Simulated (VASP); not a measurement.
# Hg (I4_1/amd) in VASP: single point with PBEsol

Aim: the single point of Hg with PBEsol.

All numbers are computed with VASP 6.6.1; they aren't measurements. Logs are shortened: lines on timing, memory, paths and dates and some standing lists are left out, and cuts for length are marked.

### Step 1. The cell of the first run

The structure is tetragonal, space group I4_1/amd (No. 141). The conventional cell has a = 5.859 Å, b = 5.859 Å, c = 3.145 Å, α = 90.00°, β = 90.00°, γ = 90.00°. Within 4.0 Å of Hg (site symmetry -4m2) lie 10 Hg at 3.03 to 3.76 Å.

### Step 2. Single point, PBEsol

Contents of INCAR:

```
  PREC = Accurate
  ENCUT = 520
  EDIFF = 1E-6
  ISMEAR = 1
  SIGMA = 0.15
  LREAL = False
  LASPH = True
  NELM = 80
  ALGO = Normal
  ISIF = 2
  LWAVE = False
  LCHARG = False
  GGA = PS
  NBANDS = 19
```

Contents of KPOINTS:

```
Automatic mesh
0
Gamma
  12 12 12
```

Contents of POSCAR:

```
Hg
1.0
   -2.9297500000      2.9297500000      1.5725500000
    2.9297500000     -2.9297500000      1.5725500000
    2.9297500000      2.9297500000     -1.5725500000
Hg
2
Direct
    0.7500000000      0.2500000000      0.5000000000
    0.0000000000      0.0000000000      0.0000000000
```

Potentials or basis: VASP PAW PBE potentials, release 64 (Hg).

Run with:

```console
cat potpaw_PBE.64/Hg/POTCAR > POTCAR
mpirun -np 1 vasp_std > vasp.out
```

OUTCAR:

```text
PREC = Accurate
   ENCUT = 520
   EDIFF = 1E-6
   ISMEAR = 1
   LREAL = False
   LASPH = True
   NELM = 80
   ISIF = 2
   GGA = PS

 ion  position               nearest neighbor table
   1  0.750  0.250  0.500-   2 3.03   2 3.03   2 3.03   2 3.03   2 3.76   2 3.76   2 3.76   2 3.76

   2  0.000  0.000  0.000-   1 3.03   1 3.03   1 3.03   1 3.03   1 3.76   1 3.76   1 3.76   1 3.76

  LATTYP: Found a body centered tetragonal cell.
 ALAT       =     5.8595000000
 C/A-ratio  =     0.5367522826

  Lattice vectors:

 A1 = (  -2.9297500000,   2.9297500000,   1.5725500000)
 A2 = (   2.9297500000,  -2.9297500000,   1.5725500000)
 A3 = (   2.9297500000,   2.9297500000,  -1.5725500000)

Analysis of symmetry for initial positions (statically):
=====================================================================
 Subroutine PRICEL returns:
 Original cell was already a primitive cell.

 Routine SETGRP: Setting up the symmetry group for a
 body centered tetragonal supercell.

 Subroutine GETGRP returns: Found 16 space group operations
 (whereof  8 operations were pure point group operations)
 out of a pool of 16 trial point group operations.

The static configuration has the point symmetry D_2d.
 The point group associated with its full space group is D_4h.

Analysis of symmetry for dynamics (positions and initial velocities):
=====================================================================
 Subroutine PRICEL returns:
 Original cell was already a primitive cell.

 Routine SETGRP: Setting up the symmetry group for a
 body centered tetragonal supercell.

 Subroutine GETGRP returns: Found 16 space group operations
 (whereof  8 operations were pure point group operations)
 out of a pool of 16 trial point group operations.

The dynamic configuration has the point symmetry D_2d.
 The point group associated with its full space group is D_4h.

 Subroutine INISYM returns: Found 16 space group operations
 (whereof  8 operations are pure point group operations),
 and found     1 'primitive' translations

----------------------------------------------------------------------------------------

                                     Primitive cell

  volume of cell :      53.9915

  direct lattice vectors                    reciprocal lattice vectors
    -2.929750000  2.929750000  1.572550000     0.000000000  0.170663026  0.317954914
     2.929750000 -2.929750000  1.572550000     0.170663026  0.000000000  0.317954914
     2.929750000  2.929750000 -1.572550000     0.170663026  0.170663026  0.000000000

  length of vectors
     4.431679549  4.431679549  4.431679549     0.360861740  0.360861740  0.241353966

  position of ions in fractional coordinates (direct lattice)
     0.750000000  0.250000000  0.500000000
     0.000000000  0.000000000  0.000000000

  ion indices of the primitive-cell ions
   primitive index   ion index
                 1           1
                 2           2

----------------------------------------------------------------------------------------

 KPOINTS: Automatic mesh

Automatic generation of k-mesh.
 Grid dimensions read from file:
 generate k-points for:   12   12   12

 Generating k-lattice:

  Cartesian coordinates                     Fractional coordinates (reciprocal lattice)
     0.000000000  0.014221919  0.026496243     0.083333333  0.000000000 -0.000000000
     0.014221919  0.000000000  0.026496243     0.000000000  0.083333333 -0.000000000
     0.014221919  0.014221919  0.000000000     0.000000000  0.000000000  0.083333333

  Length of vectors
     0.030071812  0.030071812  0.020112830

  Shift w.r.t. Gamma in fractional coordinates (k-lattice)
     0.000000000  0.000000000  0.000000000

 Subroutine IBZKPT returns following result:
 ===========================================

 Found    163 irreducible k-points:

 Following reciprocal coordinates:
            Coordinates               Weight
  0.000000  0.000000  0.000000      1.000000
  0.083333 -0.000000  0.000000      8.000000
  0.166667  0.000000  0.000000      8.000000
  0.250000  0.000000 -0.000000      8.000000
  0.333333  0.000000 -0.000000      8.000000
  0.416667 -0.000000  0.000000      8.000000
[... 16 lines left out ...]
  0.500000  0.166667 -0.000000     16.000000
 -0.416667  0.166667  0.000000     16.000000
 [... further k-points ...]
   k-points           NKPTS =    163   k-points in BZ     NKDIM =    163   number of bands    NBANDS=     19
   number of dos      NEDOS =    301   number of ions     NIONS =      2
   total plane-waves  NPLWV =  46656
   dimension x,y,z NGX =    36 NGY =   36 NGZ =   36
   dimension x,y,z NGXF=    72 NGYF=   72 NGZF=   72
   ions per type =               2
   NGX,Y,Z   is equivalent  to a cutoff of  13.50, 13.50, 13.50 a.u.
   NGXF,Y,Z  is equivalent  to a cutoff of  27.01, 27.01, 27.01 a.u.
 SYSTEM =  unknown system
   PREC   = accura    normal or accurate (medium, high low for compatibility)
   ISTART =      0    job   : 0-new  1-cont  2-samecut
   ICHARG =      2    charge: 1-file 2-atom 10-const
   ISPIN  =      1    spin polarized calculation?
   LNONCOLLINEAR =      F non collinear calculations
   LSORBIT =      F    spin-orbit coupling
   LASPH  =      T    aspherical Exc in radial PAW
   ENCUT  =  520.0 eV  38.22 Ry    6.18 a.u.   8.24  8.24  8.24*2*pi/ulx,y,z
   NELM   =     80;   NELMIN=  2; NELMDL= -5     # of ELM steps
   EDIFF  = 0.1E-05   stopping-criterion for ELM
   LREAL  =      F    real-space projection
   EDIFFG = 0.1E-04   stopping-criterion for IOM
   NSW    =      0    number of steps for IOM
   IBRION =     -1    ionic relax: 0-MD 1-quasi-New 2-CG
   NFREE  =      0    steps in history (QN), initial steepest desc. (CG)
   ISIF   =      2    stress and relaxation
   ISYM   =      2    0-nonsym 1-usesym 2-fastsym
   POTIM  = 0.5000    time-step for ionic-motion
   TEBEG  =    0.0;   TEEND  =   0.0 temperature during run
   PSTRESS=    0.0 pullay stress
   NELECT =      24.0000    total number of electrons
   NUPDOWN=      -1.0000    fix difference up-down
   EMIN   =  10.00;   EMAX   =-10.00  energy-range for DOS
   EFERMI =   0.00;   METHOD = LEGACY
   ISMEAR =     1;   SIGMA  =   0.15  broadening in eV -4-tet -1-fermi 0-gaus
   EFERMI_NEDOS =   21; number of points for ismear=-14 and -15
   IALGO  =     38    algorithm
   IMIX   =      4    mixing-type and parameters
     AMIX     =   0.40;   BMIX     =  1.00
     AMIX_MAG =   1.60;   BMIX_MAG =  1.00
  volume/ion in A,a.u.               =      27.00       182.18
  Fermi-wavevector in a.u.,A,eV,Ry     =   1.249405  2.361034 21.238883  1.561014
  Thomas-Fermi vector in A             =   2.383447
   LORBIT       =      0    0 simple, 1 ext, 2 COOP (PROOUT), +10 PAW based schemes
   GGA     = PS    functional components
   LHFCALC =     F    Hartree Fock is set to
   AEXX    =    0.0000 exact exchange contribution
   IVDW    =     0    specifies the selected vdW correction
   LEPSILON=     F    determine dielectric tensor
   LRPA    =     F    only Hartree local field effects (RPA)
 non-spin polarized calculation
 Methfessel and Paxton  Order N= 1 SIGMA  =   0.15
  energy-cutoff  :      520.00
  volume of cell :       53.99
 maximum number of plane-waves:      1474
 NGX is ok and might be reduce to    36
   NGX = 17   NGY = 17   NGZ = 17

 number of electron      24.0000002 magnetization

 Free energy of the ion-electron system (eV)
  ---------------------------------------------------
  ext. energy  EPLUGINS =         0.00000000
  ---------------------------------------------------
  free energy    TOTEN  =        -1.08764879 eV

  energy without entropy =       -1.08637260  energy(sigma->0) =       -1.08722339

 E-fermi :   1.6841     XC(G=0): -10.2799

 val. band max:        1.6757854226   @ k =  -0.3333  -0.4167   0.3333
 cond. band min:       1.6942480041   @ k =   0.3333   0.0000  -0.0000
 fundamental gap:      0.0184625816
 Fermi energy:         1.6841467532

 k-point     1 :       0.0000    0.0000    0.0000
  band No.  band energies     occupation
      1      -6.6125      2.00000
      2      -5.9694      2.00000
      3      -5.8522      2.00000
      4      -5.6948      2.00000
      5      -5.5937      2.00000
      6      -4.5625      2.00000
[... 11 lines left out ...]
     18      14.5557      0.00000
     19      14.6001      0.00000

 k-point     2 :       0.0833   -0.0000    0.0000
  band No.  band energies     occupation
      1      -6.4588      2.00000
      2      -5.9544      2.00000
      3      -5.8144      2.00000
      4      -5.5899      2.00000
      5      -5.5328      2.00000
      6      -4.6753      2.00000
[... 11 lines left out ...]
     18      13.0272      0.00000
     19      13.2805      0.00000

 k-point     3 :       0.1667    0.0000    0.0000
  band No.  band energies     occupation
      1      -6.0715      2.00000
      2      -5.8896      2.00000
      3      -5.7112      2.00000
      4      -5.3424      2.00000
      5      -5.3099      2.00000
      6      -4.8736      2.00000
[... 11 lines left out ...]
     18      11.6150      0.00000
     19      12.4647      0.00000

 k-point     4 :       0.2500    0.0000   -0.0000
  band No.  band energies     occupation
      1      -5.8447      2.00000
      2      -5.7254      2.00000
      3      -5.5820      2.00000
      4      -5.0804      2.00000
      5      -5.0752      2.00000
      6      -4.9311      2.00000
[... 11 lines left out ...]
     18      10.7821      0.00000
     19      11.3068      0.00000

 k-point     5 :       0.3333    0.0000   -0.0000
  band No.  band energies     occupation
      1      -5.7771      2.00000
      2      -5.6685      2.00000
      3      -5.5393      2.00000
      4      -5.2250      2.00000
      5      -5.1434      2.00000
      6      -4.8003      2.00000
[... 11 lines left out ...]
     18      10.2801      0.00000
     19      12.0684      0.00000

 k-point     6 :       0.4167   -0.0000    0.0000
  band No.  band energies     occupation
      1      -5.7727      2.00000
      2      -5.6165      2.00000
      3      -5.6118      2.00000
      4      -5.4322      2.00000
      5      -5.0513      2.00000
      6      -4.8842      2.00000
[... 11 lines left out ...]
     18      11.4672      0.00000
     19      12.9894      0.00000

 k-point     7 :       0.5000    0.0000   -0.0000
  band No.  band energies     occupation
      1      -5.7655      2.00000
      2      -5.6505      2.00000
      3      -5.5870      2.00000
      4      -5.5307      2.00000
      5      -4.9907      2.00000
      6      -4.9156      2.00000
[... 11 lines left out ...]
     18      12.0029      0.00000
     19      13.5012      0.00000

 k-point     8 :       0.0833    0.0833    0.0000
  band No.  band energies     occupation
      1      -6.1196      2.00000
      2      -5.9191      2.00000
      3      -5.7353      2.00000
      4      -5.3136      2.00000
      5      -5.3109      2.00000
      6      -4.8545      2.00000
[... 256 lines left out ...]
 k-point    20 :       0.2500    0.1667    0.0000
  band No.  band energies     occupation
      1      -5.8407      2.00000
      2      -5.7434      2.00000
      3      -5.3963      2.00000
      4      -5.1898      2.00000
      5      -5.0859      2.00000
      6      -5.0165      2.00000
[... 11 lines left out ...]
     18      10.2055      0.00000
     19      12.7568      0.00000

 k-point    21 :       0.3333    0.1667   -0.0000
  band No.  band energies     occupation
      1      -5.8365      2.00000
      2      -5.7681      2.00000
      3      -5.3737      2.00000
      4      -5.3326      2.00000
      5      -5.0603      2.00000
      6      -4.9704      2.00000
[... 11 lines left out ...]
     18      11.5830      0.00000
     19      13.6913      0.00000

 k-point    22 :       0.4167    0.1667    0.0000
  band No.  band energies     occupation
      1      -5.7815      2.00000
      2      -5.7232      2.00000
      3      -5.4752      2.00000
      4      -5.3260      2.00000
      5      -5.0395      2.00000
      6      -4.8957      2.00000
[... 11 lines left out ...]
     18      12.6313      0.00000
     19      14.0783      0.00000

 k-point    23 :       0.5000    0.1667   -0.0000
  band No.  band energies     occupation
      1      -5.7413      2.00000
      2      -5.6232      2.00000
      3      -5.4489      2.00000
      4      -5.3441      2.00000
      5      -4.9888      2.00000
      6      -4.9028      2.00000
[... 11 lines left out ...]
     18      11.3463      0.00000
     19      14.1246      0.00000

 k-point    24 :      -0.4167    0.1667    0.0000
  band No.  band energies     occupation
      1      -5.7590      2.00000
      2      -5.5747      2.00000
      3      -5.4067      2.00000
      4      -5.2951      2.00000
      5      -5.0271      2.00000
      6      -4.8706      2.00000
[... 11 lines left out ...]
     18      12.1780      0.00000
     19      13.1614      0.00000

 [... further k-points ...]

------------------------ aborting loop because EDIFF is reached ----------------------------------------

  FORCE on cell =-STRESS in cart. coord.  units (eV):
  Direction    XX          YY          ZZ          XY          YZ          ZX
  --------------------------------------------------------------------------------------
  -------------------------------------------------------------------------------------
  Total       -0.7480145     -0.7480145     -0.8665594      0.0000000      0.0000000      0.0000000
  in kB      -22.1970384    -22.1970384    -25.7148116      0.0000000      0.0000000      0.0000000
  external PRESSURE =     -23.3696295 kB  Pullay stress =       0.0000000 kB

 VOLUME and BASIS-vectors are now :
 -----------------------------------------------------------------------------
  energy-cutoff  :      520.00
  volume of cell :       53.99
      direct lattice vectors                 reciprocal lattice vectors
    -2.929750000  2.929750000  1.572550000     0.000000000  0.170663026  0.317954914
     2.929750000 -2.929750000  1.572550000     0.170663026  0.000000000  0.317954914
     2.929750000  2.929750000 -1.572550000     0.170663026  0.170663026  0.000000000

 POSITION                                       TOTAL-FORCE (eV/Angst)
 -----------------------------------------------------------------------------------
      0.00000      2.92975      0.78627         0.000000      0.000000      0.000000
      0.00000      0.00000      0.00000        -0.000000     -0.000000     -0.000000
 -----------------------------------------------------------------------------------
    total drift:                               -0.000000      0.000000     -0.000000

  FREE ENERGIE OF THE ION-ELECTRON SYSTEM (eV)
  ---------------------------------------------------
  free  energy   TOTEN  =        -1.0876487868 eV

  energy  without entropy=       -1.0863726031  energy(sigma->0) =       -1.08722339
```

Run time: 3.6 min. Hardware: 1 thread of AMD EPYC 7R43 (Zen 3), shared host; peak memory 0.25 GiB.

Results:

| Quantity | Value |
| --- | --- |
| Free energy | -1.0876 eV |
| Pressure | -2.3 GPa |
| Band gap on the k mesh | zero (band 12 reaches 3.88 eV, above the bottom of band 13 at 0.08 eV) |

Stress tensor (GPa, compression positive):
```
-2.22  0.00  0.00
 0.00 -2.22  0.00
 0.00  0.00 -2.57
```

Caveat: the PAW data sets were made with another functional, which shifts forces and pressure a little; spin-orbit coupling is left out, which moves the levels of the heavy elements.
